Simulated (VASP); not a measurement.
Input of a VASP 6.6.1 run:

Contents of INCAR:

```
PREC     = Accurate       # precision mode
ENCUT    = 520            # plane-wave cutoff, eV
EDIFF    = 1E-7           # SCF threshold, eV
ISMEAR   = -1             # smearing method
SIGMA    = 0.03           # smearing width, eV
LREAL    = False          # projectors in reciprocal space
LASPH    = True           # aspherical terms in the spheres
NELM     = 80             # most SCF steps
ALGO     = Normal         # electronic algorithm
ISIF     = 2              # what is computed and relaxed
LWAVE    = False          # write WAVECAR
LCHARG   = True           # write CHGCAR
GGA      = PE             # functional
LELF     = True           # ELF
LVHAR    = True         
NBANDS   = 21             # bands
```

KPOINTS

```
Automatic mesh
0
Gamma
  14 14 8
```

Contents of POSCAR:

```
Ru
1.0
    2.7057993342      0.0135289967      0.0135289967
   -1.3411832123      2.3365264627      0.0049519565
    0.0214095000      0.0214095000      4.2819000000
Ru
2
Direct
    0.3333333333      0.6666666667      0.2500000000
    0.6666666667      0.3333333333      0.7500000000
```

Potentials or basis: VASP PAW PBE potentials, release 64 (Ru_pv).

Command:

```sh
$ cat potpaw_PBE.64/Ru_pv/POTCAR > POTCAR
$ mpirun -np 1 vasp_std > vasp.out
```

(1) What does it give for the band gap on the k mesh?

(2) What does it give for the largest force?

(3) What does it give for the pressure?

Results:

(1) zero (bands 14 and 15 overlap by 3.15 eV).

(2) 0.042 eV/Å.

(3) 4.6 GPa.

Caveat: the cell differs from its parent crystal (equal xy, yz and zx shear strains of +1 %); the cell stands under pressure.
